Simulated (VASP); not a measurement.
Here is a VASP 6.6.1 calculation.

The input INCAR:

```
SYSTEM = Cr
  PREC = Accurate
  ENCUT = 600
  EDIFF = 1E-6
  ISMEAR = 0
  SIGMA = 0.1
  LREAL = .False.
  LASPH = .True.
  NELM = 60
  ALGO = Normal
  ISIF = 4
  LWAVE = .False.
  LCHARG = .False.
  GGA = PS
  IBRION = 2
  NSW = 50
  EDIFFG = -0.01
```

KPOINTS

```
regular mesh
0
Gamma
  18 18 10
  0 0 0
```

Contents of POSCAR:

```
Cr
1.0
    2.3834999685      0.0000000000      0.0000000000
   -1.1917499843      2.0641715226      0.0000000000
    0.0000000000      0.0000000000      4.2477976837
Cr
2
Direct
    0.3333333333      0.6666666667      0.2500000000
    0.6666666667      0.3333333333      0.7500000000
```

Potentials or basis: VASP PAW PBE potentials, release 64 (Cr_pv).

The run is started by

```console
$ cat potpaw_PBE.64/Cr_pv/POTCAR > POTCAR
$ mpirun -np 1 vasp_std > vasp.out
```

Question: What does it give for the band gap on the k mesh?

Answer: Zero (bands 12 and 13 overlap by 1.52 eV).

Final structure:
```yaml
crystal:
  lattice:
    - [2.38540, 0.00000, 0.00000]
    - [-1.19270, 2.06582, 0.00000]
    - [0.00000, 0.00000, 4.24104]
  atoms:
    - { symbol: Cr, position: [0.33333, 0.66667, 0.25000] }
    - { symbol: Cr, position: [0.66667, 0.33333, 0.75000] }
```

Caveat: the run has no spin polarisation, though such a crystal can be magnetic. Spin polarisation is off, so any magnetic state and its effect on volume and gap are missing.
